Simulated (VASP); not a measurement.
**SnO: single point with PBE+D3(BJ)**

The system is SnO.

```
Sn O
1.0
     3.86388    0.00000    0.00000
     0.00000    3.86388    0.00000
     0.00000    0.00000    4.95122
Sn O
2 2
Direct
  0.50000 0.00000 0.76463
  0.00000 0.50000 0.23537
  0.00000 0.00000 0.00000
  0.50000 0.50000 0.00000
```

- Program: VASP 6.6.1
- Task: single point
- Functional: PBE
- Dispersion: D3(BJ)
- Potentials or basis: VASP PAW PBE potentials, release 64 (Sn_d, O)
- Cutoff: 520 eV
- k mesh: 7 × 7 × 6
- Occupations: fermi-dirac, width 0.05 eV
- Spin: no spin polarisation
- Dipole correction: no
- Further INCAR settings: ALGO = Normal; EDIFF = 1e-06; NBANDS = 28

```
Pressure                   : -1.7 GPa
Largest force              : 0.060 eV/Å
Band gap on the k mesh     : 0.52 eV, indirect (least direct gap 1.99 eV)
Dispersion energy per atom : -0.222 eV
```

Forces on the atoms (eV/Å):
```
Sn   0.000  0.000  0.060
Sn   0.000  0.000 -0.060
O    0.000  0.000  0.000
O    0.000  0.000  0.000
```

Levels at points of the mesh, in eV from the valence-band top:
```csv
k point,band 17,band 18,band 19,band 20,band 21,band 22,band 23,band 24
"(0.00, 0.00, 0.00)",-3.18,-2.89,-2.89,0.00,1.99,4.32,4.73,4.73
"(0.00, 0.00, 0.50)",-3.24,-2.90,-2.90,-1.99,1.74,3.11,3.11,3.69
```

Wall time 65 s on 1 thread of Intel(R) Xeon(R) 6975P-C (Granite Rapids) (shared host), peak memory 0.23 GiB.

Caveat: spin-orbit coupling is left out, which moves the levels of the heavy elements. PBE gaps usually lie below the measured ones, often by a third to a half.
